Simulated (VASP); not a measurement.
# CuNi2 (P-62m) in VASP: a series of runs, part 3 of 3

VASP 6.6.1. Earlier steps stand in the parts before.

## Step 4: Single point, PBE, collinear spin, ferromagnetic start

This run uses another cell than the first one, of 11.22 Å³/atom.

Contents of INCAR:

```
  PREC = Accurate
  ENCUT = 520
  EDIFF = 1E-7
  ISMEAR = 0
  SIGMA = 0.1
  LREAL = False
  LASPH = True
  NELM = 150
  ALGO = Fast
  ISIF = 2
  LWAVE = False
  LCHARG = True
  ISPIN = 2
  MAGMOM = 0 0 0.43 0.53 0.53 0.53
  LORBIT = 11
  LMAXMIX = 4
  GGA = PE
  LELF = True
  LVHAR = True
  NBANDS = 44
```

Contents of KPOINTS:

```
regular mesh
0
Gamma
  12 12 10
```

Contents of POSCAR:

```
CuNi2
1.0
    4.3354706836      0.0000000000      0.0000000000
   -2.1677353418      3.7546277494      0.0000000000
    0.0000000000      0.0000000000      4.1370831300
Cu Ni
2 4
Direct
    0.6666666667      0.3333333333      0.0000000000
    0.3333333333      0.6666666667      0.0000000000
    0.0000000000      0.0000000000      0.0000000000
    0.0000000000      0.3277794623      0.5000000000
    0.6722205377      0.6722205377      0.5000000000
    0.3277794623      0.0000000000      0.5000000000
```

Potentials or basis: VASP PAW PBE potentials, release 64 (Cu, Ni).

The run is started by

```console
$ cat potpaw_PBE.64/Cu/POTCAR potpaw_PBE.64/Ni/POTCAR > POTCAR
$ mpirun -np 1 vasp_std > vasp.out
```

OUTCAR:

```text
PREC = Accurate
   ENCUT = 520
   EDIFF = 1E-7
   ISMEAR = 0
   LREAL = False
   LASPH = True
   NELM = 150
   ISIF = 2
   ISPIN = 2
   LORBIT = 11
   GGA = PE

 ion  position               nearest neighbor table
   1  0.667  0.333  0.000-   2 2.50   3 2.50   2 2.50   3 2.50   3 2.50   2 2.50   4 2.53   4 2.53
                             6 2.53   6 2.53   5 2.53   5 2.53
   2  0.333  0.667  0.000-   3 2.50   1 2.50   1 2.50   3 2.50   3 2.50   1 2.50   6 2.53   6 2.53
                             4 2.53   4 2.53   5 2.53   5 2.53
   3  0.000  0.000  0.000-   1 2.50   2 2.50   1 2.50   2 2.50   1 2.50   2 2.50   6 2.51   6 2.51
                             5 2.51   5 2.51   4 2.51   4 2.51
   4  0.000  0.328  0.500-   6 2.46   5 2.46   3 2.51   3 2.51   6 2.52   5 2.52   5 2.52   6 2.52
                             1 2.53   1 2.53   2 2.53   2 2.53
   5  0.672  0.672  0.500-   6 2.46   4 2.46   3 2.51   3 2.51   6 2.52   4 2.52   4 2.52   6 2.52
                             2 2.53   2 2.53   1 2.53   1 2.53
   6  0.328  0.000  0.500-   4 2.46   5 2.46   3 2.51   3 2.51   4 2.52   5 2.52   4 2.52   5 2.52
                             2 2.53   2 2.53   1 2.53   1 2.53

  LATTYP: Found a hexagonal cell.
 ALAT       =     4.3354706836
 C/A-ratio  =     0.9542408269

  Lattice vectors:

 A1 = (   4.3354706836,   0.0000000000,   0.0000000000)
 A2 = (  -2.1677353418,   3.7546277494,   0.0000000000)
 A3 = (   0.0000000000,   0.0000000000,   4.1370831300)

Analysis of symmetry for initial positions (statically):
=====================================================================
 Subroutine PRICEL returns:
 Original cell was already a primitive cell.

 Routine SETGRP: Setting up the symmetry group for a
 hexagonal supercell.

 Subroutine GETGRP returns: Found 12 space group operations
 (whereof 12 operations were pure point group operations)
 out of a pool of 24 trial point group operations.

The static configuration has the point symmetry D_3h.

Analysis of symmetry for dynamics (positions and initial velocities):
=====================================================================
 Subroutine PRICEL returns:
 Original cell was already a primitive cell.
[... 195 lines left out ...]
      6       4.9283      1.00000
[... 1093 lines left out ...]
     42      18.4291      0.00000
     43      20.4920      0.00000

 [... further k-points ...]

 spin component 2

 k-point     1 :       0.0000    0.0000    0.0000
  band No.  band energies     occupation
      1      -0.4372      1.00000
      2       3.9749      1.00000
      3       4.9616      1.00000
      4       4.9616      1.00000
      5       5.0163      1.00000
      6       5.0163      1.00000
[... 1093 lines left out ...]
     42      18.4887      0.00000
     43      20.5266      0.00000

 [... further k-points ...]

 [bands above 43 left out]

------------------------ aborting loop because EDIFF is reached ----------------------------------------

  FORCE on cell =-STRESS in cart. coord.  units (eV):
  Direction    XX          YY          ZZ          XY          YZ          ZX
  --------------------------------------------------------------------------------------
  -------------------------------------------------------------------------------------
  Total        0.0753281      0.0753281      0.0638403      0.0000000      0.0000000     -0.0000000
  in kB        1.7921323      1.7921323      1.5188255      0.0000000      0.0000000     -0.0000000
  external PRESSURE =       1.7010301 kB  Pullay stress =       0.0000000 kB

 VOLUME and BASIS-vectors are now :
 -----------------------------------------------------------------------------
  energy-cutoff  :      520.00
  volume of cell :       67.34
      direct lattice vectors                 reciprocal lattice vectors
     4.335470684  0.000000000  0.000000000     0.230655463  0.133168994  0.000000000
    -2.167735342  3.754627749  0.000000000     0.000000000  0.266337988  0.000000000
     0.000000000  0.000000000  4.137083130     0.000000000  0.000000000  0.241716197

 POSITION                                       TOTAL-FORCE (eV/Angst)
 -----------------------------------------------------------------------------------
      2.16774      1.25154      0.00000         0.000000     -0.000000     -0.000000
     -0.00000      2.50309      0.00000        -0.000000     -0.000000     -0.000000
      0.00000      0.00000      0.00000        -0.000000     -0.000000     -0.000000
     -0.71054      1.23069      2.06854         0.002240     -0.003879      0.000000
      1.45720      2.52394      2.06854         0.002240      0.003879     -0.000000
      1.42108      0.00000      2.06854        -0.004480     -0.000000      0.000000
 -----------------------------------------------------------------------------------
    total drift:                                0.000000      0.000001      0.000000

  FREE ENERGIE OF THE ION-ELECTRON SYSTEM (eV)
  ---------------------------------------------------
  free  energy   TOTEN  =       -29.0684692643 eV

  energy  without entropy=      -29.0206150745  energy(sigma->0) =      -29.04454217

 total charge

# of ion       s       p       d       tot
------------------------------------------
    1        0.464   0.419   9.165  10.048
    2        0.464   0.419   9.165  10.048
    3        0.470   0.456   8.359   9.284
    4        0.480   0.457   8.334   9.271
    5        0.480   0.457   8.334   9.271
    6        0.480   0.457   8.334   9.271
--------------------------------------------------
tot          2.838   2.665  51.690  57.193

 magnetization (x)

# of ion       s       p       d       tot
------------------------------------------
    1       -0.003  -0.012   0.017   0.002
    2       -0.003  -0.012   0.017   0.002
    3       -0.002  -0.011   0.371   0.358
    4       -0.004  -0.013   0.464   0.447
    5       -0.004  -0.013   0.464   0.447
    6       -0.004  -0.013   0.464   0.447
--------------------------------------------------
tot         -0.020  -0.075   1.797   1.702
```

stdout:

```text
POSCAR found type information on POSCAR CuNi
 POSCAR found :  2 types and       6 ions
 scaLAPACK will be used
 LDA part: xc-table for (Slater+PW92), standard interpolation
 POSCAR, INCAR and KPOINTS ok, starting setup
 FFT: planning ... GRIDC
 FFT: planning ... GRID_SOFT
 FFT: planning ... GRID
 WAVECAR not read
 entering main loop
WARNING in EDDRMM: call to ZHEGV failed, returncode =   8  4     42
WARNING in EDDRMM: call to ZHEGV failed, returncode =   6  3     43
WARNING in EDDRMM: call to ZHEGV failed, returncode =   8  4     42
```

It took 28 min on 1 thread of Oxide Virtual Turin-like, shared host; peak memory 0.51 GiB.

What came out:

```
Free energy                                           : -29.0685 eV
Pressure                                              : 0.2 GPa
Largest force                                         : 0.004 eV/Å
Net moment                                            : 1.65 μB per cell
Site moments                                          : Cu +0.00; Ni +0.36, +0.45 (each value once) μB
Valence electrons inside the program's atomic spheres : Cu 10.05; Ni 9.28, 9.27 (each value once)
```

Forces in eV/Å, atoms in the order of the input:
```
Cu   0.000  0.000  0.000
Cu   0.000  0.000  0.000
Ni   0.000  0.000  0.000
Ni   0.002 -0.004  0.000
Ni   0.002  0.004  0.000
Ni  -0.004  0.000  0.000
```

Levels at points of the mesh, in eV from the Fermi level:
Spin up:
| k point | band 29 | band 30 | band 31 | band 32 | band 33 | band 34 | band 35 | band 36 |
| --- | --- | --- | --- | --- | --- | --- | --- | --- |
| (0.00, 0.00, 0.00) | -0.69 | -0.48 | -0.48 | -0.45 | 4.18 | 4.18 | 4.64 | 4.79 |
| (0.50, 0.00, 0.00) | -0.62 | -0.46 | -0.41 | -0.27 | 1.08 | 2.85 | 4.63 | 4.74 |
| (0.00, 0.00, 0.50) | -0.64 | -0.46 | -0.45 | -0.45 | 5.09 | 5.09 | 5.37 | 5.50 |
| (0.50, 0.00, 0.50) | -0.53 | -0.42 | -0.27 | -0.12 | -0.03 | -0.02 | 1.27 | 1.48 |
Spin down:
```
           k point  band 26  band 27  band 28  band 29  band 30  band 31  band 32  band 33  band 34  band 35
(0.00, 0.00, 0.00)    -0.39    -0.39    -0.31    -0.22    -0.22    -0.05    -0.05     4.30     4.30     4.76
(0.50, 0.00, 0.00)    -0.47    -0.31    -0.18    -0.15    -0.06    -0.03     0.32     1.29     3.06     4.71
(0.00, 0.00, 0.50)    -0.82    -0.82    -0.26    -0.26    -0.13     0.10     0.10     5.11     5.11     5.52
(0.50, 0.00, 0.50)    -0.38    -0.26    -0.21    -0.09     0.00     0.16     0.29     0.32     0.39     1.32
```

## Step 5: Overview

| cell | k mesh | gap on the mesh (eV) | pressure (GPa) | moment (μB) | largest force (eV/Å) |
| --- | --- | --- | --- | --- | --- |
| a = 4.366, b = 4.366, c = 3.983 Å, angles 90.0, 90.0, 120.0°, 6 atoms, atomic positions A | 6 × 6 × 4 | none | 4.9 | 1.61 | 0.26 |
| a = 4.334, b = 4.334, c = 4.133 Å, angles 90.0, 90.0, 120.0°, 6 atoms, atomic positions B | 6 × 6 × 4 | none | 0.4 | 1.60 | 0.03 |
| a = 4.335, b = 4.335, c = 4.137 Å, angles 90.0, 90.0, 120.0°, 6 atoms, atomic positions B | 12 × 12 × 10 | none | 0.2 | 1.65 | - |

Alike in all rows: task single point; level PBE; potentials or basis VASP PAW PBE potentials, release 64 (Cu, Ni); spin collinear, ferromagnetic start; cutoff (eV) 520; smearing gaussian 0.1 eV.

Caveats: some runs use coarse meshes.

Absolute energies hang on the potentials; compare differences alone.
